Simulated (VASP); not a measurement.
# Pb in VASP: further runs, part 2 of 3

VASP 6.6.1. Earlier steps stand in the parts before.

## Step 3: Single point, PBEsol

The input, INCAR:

```
ALGO     = Normal         # electronic algorithm
EDIFF    = 1E-6           # SCF threshold, eV
ENCUT    = 520            # plane-wave cutoff, eV
GGA      = PS             # functional
ISIF     = 2              # what is computed and relaxed
ISMEAR   = -1             # smearing method
LASPH    = T              # aspherical terms in the spheres
LCHARG   = F              # write CHGCAR
LREAL    = F              # projectors in reciprocal space
LWAVE    = F              # write WAVECAR
NBANDS   = 13             # bands
NELM     = 60             # most SCF steps
PREC     = Accurate       # precision mode
SIGMA    = 0.08           # smearing width, eV
```

The input, KPOINTS:

```
k-points
0
Gamma
  6 6 6
```

The input, POSCAR:

```
Pb
1.0
   -1.9796595667      1.9796595667      1.9796595667
    1.9796595667     -1.9796595667      1.9796595667
    1.9796595667      1.9796595667     -1.9796595667
Pb
1
Direct
    0.0000000000      0.0000000000      0.0000000000
```

Potentials or basis: VASP PAW PBE potentials, release 64 (Pb_d).

Launch:

```console
$ cat potpaw_PBE.64/Pb_d/POTCAR > POTCAR
$ mpirun -np 1 vasp_std > vasp.out
```

OUTCAR:

```text
EDIFF = 1E-6
   ENCUT = 520
   GGA = PS
   ISIF = 2
   ISMEAR = -1
   LASPH = T
   LREAL = F
   NELM = 60
   PREC = Accurate

 ion  position               nearest neighbor table
   1  0.000  0.000  0.000-

  LATTYP: Found a body centered cubic cell.
 ALAT       =     3.9593191334

  Lattice vectors:

 A1 = (  -1.9796595667,   1.9796595667,   1.9796595667)
 A2 = (   1.9796595667,  -1.9796595667,   1.9796595667)
 A3 = (   1.9796595667,   1.9796595667,  -1.9796595667)

Analysis of symmetry for initial positions (statically):
=====================================================================
 Subroutine PRICEL returns:
 Original cell was already a primitive cell.

 Routine SETGRP: Setting up the symmetry group for a
 body centered cubic supercell.

 Subroutine GETGRP returns: Found 48 space group operations
 (whereof 48 operations were pure point group operations)
 out of a pool of 48 trial point group operations.

The static configuration has the point symmetry O_h .

Analysis of symmetry for dynamics (positions and initial velocities):
=====================================================================
 Subroutine PRICEL returns:
 Original cell was already a primitive cell.

 Routine SETGRP: Setting up the symmetry group for a
 body centered cubic supercell.

 Subroutine GETGRP returns: Found 48 space group operations
 (whereof 48 operations were pure point group operations)
 out of a pool of 48 trial point group operations.

The dynamic configuration has the point symmetry O_h .

 Subroutine INISYM returns: Found 48 space group operations
 (whereof 48 operations are pure point group operations),
 and found     1 'primitive' translations

----------------------------------------------------------------------------------------

                                     Primitive cell

  volume of cell :      31.0336

  direct lattice vectors                    reciprocal lattice vectors
    -1.979659567  1.979659567  1.979659567     0.000000000  0.252568678  0.252568678
     1.979659567 -1.979659567  1.979659567     0.252568678  0.000000000  0.252568678
     1.979659567  1.979659567 -1.979659567     0.252568678  0.252568678  0.000000000

  length of vectors
     3.428870951  3.428870951  3.428870951     0.357186050  0.357186050  0.357186050

  position of ions in fractional coordinates (direct lattice)
     0.000000000  0.000000000  0.000000000

  ion indices of the primitive-cell ions
   primitive index   ion index
                 1           1

----------------------------------------------------------------------------------------

 KPOINTS: k-points

Automatic generation of k-mesh.
 Grid dimensions read from file:
 generate k-points for:    6    6    6

 Generating k-lattice:

  Cartesian coordinates                     Fractional coordinates (reciprocal lattice)
     0.000000000  0.042094780  0.042094780     0.166666667  0.000000000  0.000000000
     0.042094780  0.000000000  0.042094780     0.000000000  0.166666667  0.000000000
     0.042094780  0.042094780  0.000000000     0.000000000  0.000000000  0.166666667

  Length of vectors
     0.059531008  0.059531008  0.059531008

  Shift w.r.t. Gamma in fractional coordinates (k-lattice)
     0.000000000  0.000000000  0.000000000

 Subroutine IBZKPT returns following result:
 ===========================================

 Found     16 irreducible k-points:

 Following reciprocal coordinates:
            Coordinates               Weight
  0.000000  0.000000  0.000000      1.000000
  0.166667  0.000000  0.000000     12.000000
  0.333333  0.000000  0.000000     12.000000
  0.500000  0.000000  0.000000      6.000000
  0.166667  0.166667  0.000000     24.000000
  0.333333  0.166667  0.000000     48.000000
[... 8 lines left out ...]
  0.500000  0.500000  0.333333     12.000000
  0.500000  0.500000  0.500000      1.000000
   k-points           NKPTS =     16   k-points in BZ     NKDIM =     16   number of bands    NBANDS=     13
   number of dos      NEDOS =    301   number of ions     NIONS =      1
   total plane-waves  NPLWV =  21952
   dimension x,y,z NGX =    28 NGY =   28 NGZ =   28
   dimension x,y,z NGXF=    56 NGYF=   56 NGZF=   56
   ions per type =               1
   NGX,Y,Z   is equivalent  to a cutoff of  13.58, 13.58, 13.58 a.u.
   NGXF,Y,Z  is equivalent  to a cutoff of  27.15, 27.15, 27.15 a.u.
 SYSTEM =  unknown system
   PREC   = accura    normal or accurate (medium, high low for compatibility)
   ISTART =      0    job   : 0-new  1-cont  2-samecut
   ICHARG =      2    charge: 1-file 2-atom 10-const
   ISPIN  =      1    spin polarized calculation?
   LNONCOLLINEAR =      F non collinear calculations
   LSORBIT =      F    spin-orbit coupling
   LASPH  =      T    aspherical Exc in radial PAW
   ENCUT  =  520.0 eV  38.22 Ry    6.18 a.u.   6.38  6.38  6.38*2*pi/ulx,y,z
   NELM   =     60;   NELMIN=  2; NELMDL= -5     # of ELM steps
   EDIFF  = 0.1E-05   stopping-criterion for ELM
   LREAL  =      F    real-space projection
   EDIFFG = 0.1E-04   stopping-criterion for IOM
   NSW    =      0    number of steps for IOM
   IBRION =     -1    ionic relax: 0-MD 1-quasi-New 2-CG
   NFREE  =      0    steps in history (QN), initial steepest desc. (CG)
   ISIF   =      2    stress and relaxation
   ISYM   =      2    0-nonsym 1-usesym 2-fastsym
   POTIM  = 0.5000    time-step for ionic-motion
   TEBEG  =    0.0;   TEEND  =   0.0 temperature during run
   PSTRESS=    0.0 pullay stress
   NELECT =      14.0000    total number of electrons
   NUPDOWN=      -1.0000    fix difference up-down
   EMIN   =  10.00;   EMAX   =-10.00  energy-range for DOS
   EFERMI =   0.00;   METHOD = LEGACY
   ISMEAR =    -1;   SIGMA  =   0.08  broadening in eV -4-tet -1-fermi 0-gaus
   EFERMI_NEDOS =   21; number of points for ismear=-14 and -15
   IALGO  =     38    algorithm
   IMIX   =      4    mixing-type and parameters
     AMIX     =   0.40;   BMIX     =  1.00
     AMIX_MAG =   1.60;   BMIX_MAG =  1.00
  volume/ion in A,a.u.               =      31.03       209.42
  Fermi-wavevector in a.u.,A,eV,Ry     =   1.255568  2.372680 21.448927  1.576452
  Thomas-Fermi vector in A             =   2.389319
   LORBIT       =      0    0 simple, 1 ext, 2 COOP (PROOUT), +10 PAW based schemes
   GGA     = PS    functional components
   LHFCALC =     F    Hartree Fock is set to
   AEXX    =    0.0000 exact exchange contribution
   IVDW    =     0    specifies the selected vdW correction
   LEPSILON=     F    determine dielectric tensor
   LRPA    =     F    only Hartree local field effects (RPA)
 non-spin polarized calculation
  energy-cutoff  :      520.00
  volume of cell :       31.03
 maximum number of plane-waves:       887
 NGX is ok and might be reduce to    28
   NGX = 13   NGY = 13   NGZ = 13

 number of electron      14.0000002 magnetization

 Free energy of the ion-electron system (eV)
  ---------------------------------------------------
  ext. energy  EPLUGINS =         0.00000000
  ---------------------------------------------------
  free energy    TOTEN  =        -3.96672456 eV

  energy without entropy =       -3.95912146  energy(sigma->0) =       -3.96292301

 E-fermi :   6.7784     XC(G=0): -10.2355

 val. band max:        6.6699143875   @ k =  -0.3333   0.3333   0.3333
 cond. band min:       7.1548946449   @ k =   0.5000   0.5000   0.3333
 fundamental gap:      0.4849802573
 Fermi energy:         6.7784131217

 k-point     1 :       0.0000    0.0000    0.0000
  band No.  band energies     occupation
      1     -10.1906      2.00000
      2     -10.1906      2.00000
      3     -10.1906      2.00000
      4      -9.9629      2.00000
      5      -9.9629      2.00000
      6      -4.7745      2.00000
      7      14.2768      0.00000
      8      14.2768      0.00000
      9      14.2768      0.00000
     10      17.9151      0.00000
     11      17.9151      0.00000
     12      17.9151      0.00000
     13      18.3412      0.00000
[... 225 lines left out ...]
 k-point    16 :       0.5000    0.5000    0.5000
  band No.  band energies     occupation
      1     -10.2401      2.00000
      2     -10.2401      2.00000
      3      -9.8588      2.00000
      4      -9.8588      2.00000
      5      -9.8588      2.00000
      6       1.5772      2.00000
      7       6.4842      1.95068
      8       6.4842      1.95068
      9       6.4842      1.95068
     10      11.3870      0.00000
     11      11.3870      0.00000
     12      23.2441      0.00000
     13      25.9330      0.00000

------------------------ aborting loop because EDIFF is reached ----------------------------------------

  FORCE on cell =-STRESS in cart. coord.  units (eV):
  Direction    XX          YY          ZZ          XY          YZ          ZX
  --------------------------------------------------------------------------------------
  -------------------------------------------------------------------------------------
  Total       -0.3663675     -0.3663675     -0.3663675      0.0000000     -0.0000000     -0.0000000
  in kB      -18.9145484    -18.9145484    -18.9145484      0.0000000     -0.0000000     -0.0000000
  external PRESSURE =     -18.9145484 kB  Pullay stress =       0.0000000 kB

 VOLUME and BASIS-vectors are now :
 -----------------------------------------------------------------------------
  energy-cutoff  :      520.00
  volume of cell :       31.03
      direct lattice vectors                 reciprocal lattice vectors
    -1.979659567  1.979659567  1.979659567     0.000000000  0.252568678  0.252568678
     1.979659567 -1.979659567  1.979659567     0.252568678  0.000000000  0.252568678
     1.979659567  1.979659567 -1.979659567     0.252568678  0.252568678  0.000000000

 POSITION                                       TOTAL-FORCE (eV/Angst)
 -----------------------------------------------------------------------------------
      0.00000      0.00000      0.00000         0.000000      0.000000     -0.000000
 -----------------------------------------------------------------------------------
    total drift:                               -0.000000     -0.000000     -0.000000

  FREE ENERGIE OF THE ION-ELECTRON SYSTEM (eV)
  ---------------------------------------------------
  free  energy   TOTEN  =        -3.9667245614 eV

  energy  without entropy=       -3.9591214615  energy(sigma->0) =       -3.96292301
```

It took 9.4 s on 1 thread of Intel Xeon 8259CL, shared host; peak memory 0.15 GiB.

What came out:

```yaml
Free_energy: -3.9667 eV
Pressure: -1.9 GPa
Band_gap_on_the_k_mesh: zero (band 7 reaches 14.28 eV, above the bottom of band 8 at 4.83 eV)
```

Levels at points of the mesh, in eV from the Fermi level:
| k point | band 3 | band 4 | band 5 | band 6 | band 7 | band 8 | band 9 | band 10 | band 11 | band 12 |
| --- | --- | --- | --- | --- | --- | --- | --- | --- | --- | --- |
| (0.00, 0.00, 0.00) | -16.97 | -16.74 | -16.74 | -11.55 | 7.50 | 7.50 | 7.50 | 11.14 | 11.14 | 11.14 |
| (0.50, 0.00, 0.00) | -16.76 | -16.75 | -16.60 | -7.82 | -3.89 | 3.45 | 5.14 | 7.49 | 8.91 | 13.85 |
| (0.50, 0.50, 0.50) | -16.64 | -16.64 | -16.64 | -5.20 | -0.29 | -0.29 | -0.29 | 4.61 | 4.61 | 16.47 |

Caveat: the k points lie up to 0.37 Å⁻¹ apart; the PAW data sets were made with another functional, which shifts forces and pressure a little; spin-orbit coupling is left out, which moves the levels of the heavy elements.

## Step 4: Single point, PBEsol

The input, INCAR:

```
  PREC = Accurate
  ENCUT = 520
  EDIFF = 1E-6
  ISMEAR = -1
  SIGMA = 0.08
  LREAL = F
  LASPH = T
  NELM = 100
  ALGO = Normal
  ISIF = 2
  LWAVE = F
  LCHARG = T
  GGA = PS
  LELF = T
  LVHAR = T
  NBANDS = 13
```

The input, KPOINTS:

```
regular mesh
0
Gamma
  10 10 10
```

POSCAR is that of step 3.

Launch:

```console
$ cat potpaw_PBE.64/Pb_d/POTCAR > POTCAR
$ mpirun -np 1 vasp_std > vasp.out
```

Run time: 24 s. Hardware: 1 thread of Intel Xeon 8259CL, shared host; peak memory 0.16 GiB.

The run converged. Its results:

```
Free energy            : -3.9517 eV
Pressure               : -1.6 GPa
Band gap on the k mesh : zero (band 7 reaches 14.28 eV, above the bottom of band 8 at 5.02 eV)
```

Levels at points of the mesh, in eV from the Fermi level:
| k point | band 5 | band 6 | band 7 | band 8 | band 9 | band 10 |
| --- | --- | --- | --- | --- | --- | --- |
| (0.00, 0.00, 0.00) | -16.77 | -11.58 | 7.47 | 7.47 | 7.47 | 11.11 |
| (0.50, 0.00, 0.00) | -16.63 | -7.85 | -3.92 | 3.42 | 5.11 | 7.46 |
| (0.50, 0.50, 0.50) | -16.66 | -5.23 | -0.32 | -0.32 | -0.32 | 4.58 |

Caveat: the PAW data sets were made with another functional, which shifts forces and pressure a little; spin-orbit coupling is left out, which moves the levels of the heavy elements.

[end of part 2 of 3]
